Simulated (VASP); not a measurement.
# ErF3OH2 in VASP: single point with PBE

Aim: the single point of ErF3OH2 with PBE.

All numbers are computed with VASP 6.6.1; they aren't measurements. Logs are shortened: lines on timing, memory, paths and dates and some standing lists are left out, and cuts for length are marked.

### 1 The cell of the first run

The cell holds a molecule in a box, 7 atoms: a = 11.730 Å, b = 12.320 Å, c = 12.320 Å, α = 90.00°, β = 90.00°, γ = 90.00°.

### 2 Single point, PBE, collinear spin, ferromagnetic start

File INCAR:

```
SYSTEM = ErH2OF3
PREC     = Accurate       ! precision mode
ENCUT    = 520            ! plane-wave cutoff, eV
EDIFF    = 1E-6           ! SCF threshold, eV
ISMEAR   = 0              ! smearing method
SIGMA    = 0.01           ! smearing width, eV
LREAL    = .False.        ! projectors in reciprocal space
LASPH    = .True.         ! aspherical terms in the spheres
NELM     = 200            ! most SCF steps
ALGO     = Normal         ! electronic algorithm
ISIF     = 2              ! what is computed and relaxed
LWAVE    = .False.        ! write WAVECAR
LCHARG   = .False.        ! write CHGCAR
ISPIN    = 2              ! spin polarisation
MAGMOM   = 3 0 0 0 0 0 0  ! initial moments
LORBIT   = 11             ! projections on sites
LMAXMIX  = 6              ! l up to which the mixer works
GGA      = PE             ! functional
NBANDS   = 38             ! bands
GGA_COMPAT= .False.      
NELMDL   = -8
```

File KPOINTS:

```
regular mesh
0
Gamma
  1 1 1
  0 0 0
```

File POSCAR:

```
ErH2OF3
1.0
   11.7300000000      0.0000000000      0.0000000000
    0.0000000000     12.3200000000      0.0000000000
    0.0000000000      0.0000000000     12.3200000000
Er F O H
1 3 1 2
Direct
    0.5308823500      0.4510779200      0.5486534100
    0.6167809000      0.5636282500      0.6344715900
    0.4147519200      0.3661712700      0.6335600600
    0.6167809000      0.3652597400      0.4361030800
    0.4157877200      0.5639431800      0.4357881500
    0.3836317100      0.6344715900      0.4551745100
    0.3836317100      0.5445568200      0.3652597400
```

Potentials or basis: VASP PAW PBE potentials, release 64 (Er, F, O, H).

On the command line:

```console
$ cat potpaw_PBE.64/Er/POTCAR potpaw_PBE.64/F/POTCAR potpaw_PBE.64/O/POTCAR potpaw_PBE.64/H/POTCAR > POTCAR
$ mpirun -np 1 vasp_gam > vasp.out
```

OUTCAR:

```text
SYSTEM = ErH2OF3
   PREC = Accurate
   ENCUT = 520
   EDIFF = 1E-6
   ISMEAR = 0
   LREAL = .False.
   LASPH = .True.
   NELM = 200
   ISIF = 2
   ISPIN = 2
   LORBIT = 11
   GGA = PE
   NELMDL = -8

 ion  position               nearest neighbor table
   1  0.531  0.451  0.549-   3 2.01   2 2.01   4 2.01   5 2.39
   2  0.617  0.564  0.634-   1 2.01
   3  0.415  0.366  0.634-   1 2.01
   4  0.617  0.365  0.436-   1 2.01
   5  0.416  0.564  0.436-   6 0.98   7 0.98   1 2.39
   6  0.384  0.634  0.455-   5 0.98
   7  0.384  0.545  0.365-   5 0.98

  LATTYP: Found a simple tetragonal cell.
 ALAT       =    12.3200000000
 C/A-ratio  =     0.9521103896

  Lattice vectors:

 A1 = (   0.0000000000,  12.3200000000,   0.0000000000)
 A2 = (   0.0000000000,   0.0000000000,  12.3200000000)
 A3 = (  11.7300000000,   0.0000000000,   0.0000000000)

Analysis of symmetry for initial positions (statically):
=====================================================================
 Subroutine PRICEL returns:
 Original cell was already a primitive cell.

 Routine SETGRP: Setting up the symmetry group for a
 simple tetragonal supercell.

 Subroutine GETGRP returns: Found  2 space group operations
 (whereof  1 operations were pure point group operations)
 out of a pool of 16 trial point group operations.

The static configuration has the point symmetry C_1 .
 The point group associated with its full space group is C_1h.

Analysis of symmetry for dynamics (positions and initial velocities):
=====================================================================
 Subroutine PRICEL returns:
 Original cell was already a primitive cell.

 Routine SETGRP: Setting up the symmetry group for a
 simple tetragonal supercell.

 Subroutine GETGRP returns: Found  2 space group operations
 (whereof  1 operations were pure point group operations)
 out of a pool of 16 trial point group operations.

The dynamic configuration has the point symmetry C_1 .
 The point group associated with its full space group is C_1h.

Analysis of structural, dynamic, and magnetic symmetry:
=====================================================================
 Subroutine PRICEL returns:
 Original cell was already a primitive cell.

 Routine SETGRP: Setting up the symmetry group for a
 simple tetragonal supercell.

 Subroutine GETGRP returns: Found  2 space group operations
 (whereof  1 operations were pure point group operations)
 out of a pool of 16 trial point group operations.

The overall configuration has the point symmetry C_1 .
 The point group associated with its full space group is C_1h.

 Subroutine INISYM returns: Found  2 space group operations
 (whereof  1 operations are pure point group operations),
 and found     1 'primitive' translations

----------------------------------------------------------------------------------------

                                     Primitive cell

  volume of cell :    1780.4076

  direct lattice vectors                    reciprocal lattice vectors
    11.730000000  0.000000000  0.000000000     0.085251492  0.000000000  0.000000000
     0.000000000 12.320000000  0.000000000     0.000000000  0.081168831  0.000000000
     0.000000000  0.000000000 12.320000000     0.000000000  0.000000000  0.081168831

  length of vectors
    11.730000000 12.320000000 12.320000000     0.085251492  0.081168831  0.081168831

  position of ions in fractional coordinates (direct lattice)
     0.530882350  0.451077920  0.548653410
     0.616780900  0.563628250  0.634471590
     0.414751920  0.366171270  0.633560060
     0.616780900  0.365259740  0.436103080
     0.415787720  0.563943180  0.435788150
     0.383631710  0.634471590  0.455174510
     0.383631710  0.544556820  0.365259740

  ion indices of the primitive-cell ions
   primitive index   ion index
                 1           1
                 2           2
                 3           3
                 4           4
                 5           5
                 6           6
                 7           7

----------------------------------------------------------------------------------------

 KPOINTS: regular mesh

Automatic generation of k-mesh.
 Grid dimensions read from file:
 generate k-points for:    1    1    1

 Generating k-lattice:

  Cartesian coordinates                     Fractional coordinates (reciprocal lattice)
     0.085251492  0.000000000  0.000000000     1.000000000  0.000000000  0.000000000
     0.000000000  0.081168831  0.000000000     0.000000000  1.000000000  0.000000000
     0.000000000  0.000000000  0.081168831     0.000000000  0.000000000  1.000000000

  Length of vectors
     0.085251492  0.081168831  0.081168831

  Shift w.r.t. Gamma in fractional coordinates (k-lattice)
     0.000000000  0.000000000  0.000000000

 Subroutine IBZKPT returns following result:
 ===========================================

 Found      1 irreducible k-points:

 Following reciprocal coordinates:
            Coordinates               Weight
  0.000000  0.000000  0.000000      1.000000
   k-points           NKPTS =      1   k-points in BZ     NKDIM =      1   number of bands    NBANDS=     38
   number of dos      NEDOS =    301   number of ions     NIONS =      7
   total plane-waves  NPLWV = 829440
   dimension x,y,z NGX =    90 NGY =   96 NGZ =   96
   dimension x,y,z NGXF=   180 NGYF=  192 NGZF=  192
   ions per type =               1   3   1   2
   NGX,Y,Z   is equivalent  to a cutoff of  12.76, 12.95, 12.95 a.u.
   NGXF,Y,Z  is equivalent  to a cutoff of  25.51, 25.91, 25.91 a.u.
 SYSTEM =  ErH2OF3
   PREC   = accura    normal or accurate (medium, high low for compatibility)
   ISTART =      0    job   : 0-new  1-cont  2-samecut
   ICHARG =      2    charge: 1-file 2-atom 10-const
   ISPIN  =      2    spin polarized calculation?
   LNONCOLLINEAR =      F non collinear calculations
   LSORBIT =      F    spin-orbit coupling
   LASPH  =      T    aspherical Exc in radial PAW
   ENCUT  =  520.0 eV  38.22 Ry    6.18 a.u.  21.81 22.91 22.91*2*pi/ulx,y,z
   NELM   =    200;   NELMIN=  2; NELMDL= -8     # of ELM steps
   EDIFF  = 0.1E-05   stopping-criterion for ELM
   LREAL  =      F    real-space projection
   EDIFFG = 0.1E-04   stopping-criterion for IOM
   NSW    =      0    number of steps for IOM
   IBRION =     -1    ionic relax: 0-MD 1-quasi-New 2-CG
   NFREE  =      0    steps in history (QN), initial steepest desc. (CG)
   ISIF   =      2    stress and relaxation
   ISYM   =      2    0-nonsym 1-usesym 2-fastsym
   POTIM  = 0.5000    time-step for ionic-motion
   TEBEG  =    0.0;   TEEND  =   0.0 temperature during run
   PSTRESS=    0.0 pullay stress
   NELECT =      51.0000    total number of electrons
   NUPDOWN=      -1.0000    fix difference up-down
   EMIN   =  10.00;   EMAX   =-10.00  energy-range for DOS
   EFERMI =   0.00;   METHOD = LEGACY
   ISMEAR =     0;   SIGMA  =   0.01  broadening in eV -4-tet -1-fermi 0-gaus
   EFERMI_NEDOS =   21; number of points for ismear=-14 and -15
   IALGO  =     38    algorithm
   IMIX   =      4    mixing-type and parameters
     AMIX     =   0.40;   BMIX     =  1.00
     AMIX_MAG =   1.60;   BMIX_MAG =  1.00
  volume/ion in A,a.u.               =     254.34      1716.40
  Fermi-wavevector in a.u.,A,eV,Ry     =   0.500909  0.946580  3.413829  0.250909
  Thomas-Fermi vector in A             =   1.509152
   LORBIT       =     11    0 simple, 1 ext, 2 COOP (PROOUT), +10 PAW based schemes
   GGA     = PE    functional components
   LHFCALC =     F    Hartree Fock is set to
   AEXX    =    0.0000 exact exchange contribution
   IVDW    =     0    specifies the selected vdW correction
   LEPSILON=     F    determine dielectric tensor
   LRPA    =     F    only Hartree local field effects (RPA)
 spin polarized calculation
 Gauss-broadening in eV      SIGMA  =   0.01
  energy-cutoff  :      520.00
  volume of cell :     1780.41
 maximum number of plane-waves:     24006
 NGX is ok and might be reduce to    90
   NGX = 43   NGY = 45   NGZ = 45

 number of electron      51.0000005 magnetization       3.0000004

 Free energy of the ion-electron system (eV)
  ---------------------------------------------------
  ext. energy  EPLUGINS =         0.00000000
  ---------------------------------------------------
  free energy    TOTEN  =       -38.02404233 eV

  energy without entropy =      -38.02404233  energy(sigma->0) =      -38.02404233

 E-fermi :  -6.2795     XC(G=0):  -0.8859

 val. band max:       -6.3323244288   @ k =   0.0000   0.0000   0.0000
 cond. band min:      -5.2598736769   @ k =   0.0000   0.0000   0.0000
 fundamental gap:      1.0724507519
 Fermi energy:        -6.2795289469

 spin component 1

 k-point     1 :       0.0000    0.0000    0.0000
  band No.  band energies     occupation
      1     -54.6955      1.00000
      2     -29.5829      1.00000
      3     -29.5420      1.00000
      4     -28.9415      1.00000
      5     -27.6644      1.00000
      6     -26.5807      1.00000
[... 29 lines left out ...]
     36       0.7843      0.00000
     37       0.8199      0.00000
 Fermi energy:        -6.2795289469

 spin component 2

 k-point     1 :       0.0000    0.0000    0.0000
  band No.  band energies     occupation
      1     -53.3822      1.00000
      2     -28.9982      1.00000
      3     -28.9537      1.00000
      4     -28.3451      1.00000
      5     -27.4901      1.00000
      6     -26.4409      1.00000
[... 29 lines left out ...]
     36       0.8268      0.00000
     37       0.8370      0.00000
 [bands above 37 left out]

------------------------ aborting loop because EDIFF is reached ----------------------------------------

  FORCE on cell =-STRESS in cart. coord.  units (eV):
  Direction    XX          YY          ZZ          XY          YZ          ZX
  --------------------------------------------------------------------------------------
  -------------------------------------------------------------------------------------
  Total        0.0292401     -0.0124386     -0.0124386      0.1930924      0.0391999     -0.1921057
  in kB        0.0263130     -0.0111934     -0.0111934      0.1737626      0.0352758     -0.1728747
  external PRESSURE =       0.0013087 kB  Pullay stress =       0.0000000 kB

 VOLUME and BASIS-vectors are now :
 -----------------------------------------------------------------------------
  energy-cutoff  :      520.00
  volume of cell :     1780.41
      direct lattice vectors                 reciprocal lattice vectors
    11.730000000  0.000000000  0.000000000     0.085251492  0.000000000  0.000000000
     0.000000000 12.320000000  0.000000000     0.000000000  0.081168831  0.000000000
     0.000000000  0.000000000 12.320000000     0.000000000  0.000000000  0.081168831

 POSITION                                       TOTAL-FORCE (eV/Angst)
 -----------------------------------------------------------------------------------
      6.22725      5.55728      6.75941        -0.090155      0.062416     -0.062416
      7.23484      6.94390      7.81669         0.098518      0.114829      0.088058
      4.86504      4.51123      7.80546        -0.105331     -0.104084      0.104084
      7.23484      4.50000      5.37279         0.098518     -0.088058     -0.114829
      4.87719      6.94778      5.36891        -0.217283      0.171920     -0.171920
      4.50000      7.81669      5.60775         0.107866     -0.180406     -0.023383
      4.50000      6.70894      4.50000         0.107866      0.023383      0.180406
 -----------------------------------------------------------------------------------
    total drift:                               -0.000254     -0.003043      0.003015

  FREE ENERGIE OF THE ION-ELECTRON SYSTEM (eV)
  ---------------------------------------------------
  free  energy   TOTEN  =       -38.0240423260 eV

  energy  without entropy=      -38.0240423260  energy(sigma->0) =      -38.02404233

 total charge

# of ion       s       p       d       f       tot
--------------------------------------------------
    1        2.066   5.827   0.591  11.093  19.577
    2        1.741   4.338   0.000   0.000   6.078
    3        1.741   4.338   0.000   0.000   6.079
    4        1.741   4.338   0.000   0.000   6.078
    5        1.548   3.662   0.000   0.000   5.210
    6        0.603   0.119   0.000   0.000   0.721
    7        0.603   0.119   0.000   0.000   0.721
--------------------------------------------------
tot         10.042  22.739   0.591  11.093  44.465

 magnetization (x)

# of ion       s       p       d       f       tot
--------------------------------------------------
    1        0.006  -0.021   0.032   2.882   2.899
    2       -0.000   0.014   0.000   0.000   0.014
    3       -0.000   0.014   0.000   0.000   0.014
    4       -0.000   0.014   0.000   0.000   0.014
    5       -0.000  -0.001   0.000   0.000  -0.001
    6       -0.000   0.000   0.000   0.000  -0.000
    7       -0.000   0.000   0.000   0.000  -0.000
--------------------------------------------------
tot          0.005   0.020   0.032   2.882   2.939
```

Wall time 28 min (1 thread of Intel Xeon Platinum 8375C at 2.90GHz (Ice Lake), shared host); peak memory 2.1 GiB.

What came out:

- Free energy: -38.0240 eV
- Largest force: 0.326 eV/Å
- Gap between the frontier levels: 1.07 eV
- Net moment: 3.00 μB per cell
- Site moments: Er +2.90; F +0.01; O -0.00; H -0.00 μB
- Valence electrons inside the program's atomic spheres: Er 19.58; F 6.08; O 5.21; H 0.72

Forces on the atoms (eV/Å):
```
Er  -0.090  0.062 -0.062
F    0.099  0.115  0.088
F   -0.105 -0.104  0.104
F    0.099 -0.088 -0.115
O   -0.217  0.172 -0.172
H    0.108 -0.180 -0.023
H    0.108  0.023  0.180
```

Levels at points of the mesh, in eV from the valence-band top:
Spin up:
```csv
k point,band 25,band 26,band 27,band 28,band 29,band 30
"(0.00, 0.00, 0.00)",-1.26,-1.25,-0.98,4.13,5.89,6.13
```
Spin down:
```csv
k point,band 20,band 21,band 22,band 23,band 24,band 25,band 26,band 27,band 28,band 29
"(0.00, 0.00, 0.00)",-1.49,-0.31,-0.23,-0.23,0.00,1.07,1.08,1.26,4.16,5.97
```

Caveat: the magnetic or orbital state may not be the lowest; spin-orbit coupling is left out, which moves the levels of the heavy elements; semilocal functionals describe open f shells poorly, which spoils levels, moments and volumes. The state reached can hang on the start; a lower one may exist.
